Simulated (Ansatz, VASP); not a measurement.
**Zr: VASP beside Ansatz**

```
Zr
1.0
     3.18593    0.00000    0.00000
    -1.59296    2.75910    0.00000
     0.00000    0.00000    5.10842
Zr
2
Direct
  0.33333 0.66667 0.25000
  0.66667 0.33333 0.75000
```

Alike in both runs: functional PBE; dispersion D3(BJ); k mesh 18 × 18 × 8; occupations gaussian, width 0.1 eV; no spin polarisation.

Ansatz relaxed the structure, and its values are those at the end. VASP's run is a single point on that final structure, the one shown.

|  | VASP | Ansatz |
| --- | --- | --- |
| version | VASP 6.6.1 | Ansatz 0.2.0 |
| potentials or method | VASP PAW PBE potentials, release 64 (Zr_sv), cutoff 520 eV | scalar-relativistic, plane waves, PAW |
| valence electrons in the cell | 24 | 24 |

|  | VASP | Ansatz | Ansatz less VASP |
| --- | --- | --- | --- |
| gap on the k mesh at the Fermi level (eV) | none | none | - |
| pressure (GPa) | 0.0 | 0.0 | -0.03 |

A gap of «none» marks a metal or a gap that the smearing closes.
